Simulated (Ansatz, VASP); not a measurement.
# One calculation of FeO, two programs

The input INCAR:

```
PREC = Accurate
ENCUT = 520
EDIFF = 1E-6
ISMEAR = -1
SIGMA = 0.05
LREAL = False
LASPH = True
NELM = 150
ALGO = Normal
ISIF = 2
LWAVE = False
LCHARG = False
ISPIN = 2
MAGMOM = 3 0
LORBIT = 11
LMAXMIX = 4
NBANDS = 18
```

KPOINTS

```
Automatic mesh
0
Gamma
  11 11 11
```

POSCAR

```
FeO
1.0
    0.0000000000      2.1554000000      2.1554000000
    2.1554000000      0.0000000000      2.1554000000
    2.1554000000      2.1554000000      0.0000000000
Fe O
1 1
Direct
    0.0000000000      0.0000000000      0.0000000000
    0.5000000000      0.5000000000      0.5000000000
```

Contents of input.yaml:

```yaml
crystal:
  lattice:
    - [0.0, 2.1554, 2.1554]
    - [2.1554, 0.0, 2.1554]
    - [2.1554, 2.1554, 0.0]
  atoms:
    - { symbol: Fe, position: [0.0, 0.0, 0.0], spin: 3.0 }
    - { symbol: O, position: [0.5, 0.5, 0.5] }
kpoints:
  mp_grid: { grid: [11, 11, 11] }
  band_path:
    path:
      - [0.0, 0.0, 0.0]
      - [0.5, 0.0, 0.5]
      - [0.5, 0.25, 0.75]
      - [0.375, 0.375, 0.75]
      - [0.0, 0.0, 0.0]
      - [0.5, 0.5, 0.5]
      - [0.625, 0.25, 0.625]
      - [0.5, 0.25, 0.75]
    npoints: 10
scf:
  occupations: { method: fermi_dirac, width: 0.05 }
hamiltonian:
  xc: lda
  pseudopotentials: { kind: all_electron, lapw: { basis_error: 0.001 } }
magnetization:
  spin_polarized: true
output:
  forces: true
  stress: true
  eigenvalues: true
```

Alike in both runs: functional LDA; k mesh 11 × 11 × 11; occupations fermi-dirac, width 0.05 eV; collinear spin.

```csv
,VASP,Ansatz
version,VASP 6.6.1,Ansatz 0.2.0
potentials or method,"VASP PAW LDA potentials, release 64 (Fe, O), cutoff 520 eV","all-electron LAPW, scalar-relativistic"
task,single point,band structure
```

```tsv
	VASP	Ansatz	Ansatz less VASP
gap on the k mesh at the Fermi level (eV)	none	none	-
pressure (GPa)	-15.4	-15.6	-0.24
net moment per atom (μB)	2.00	2.00	+0.004
size of the moment on the site where the two differ most (μB)	0.32	0.34	+0.022
```

LDA's correlation is that of Perdew and Zunger in VASP and of Perdew and Wang (1992) in Ansatz. Site moments also hang on the region over which each program counts them. A gap of «none» marks a metal or a gap that the smearing closes. Ansatz ran all-electron here, and VASP with PAW potentials.
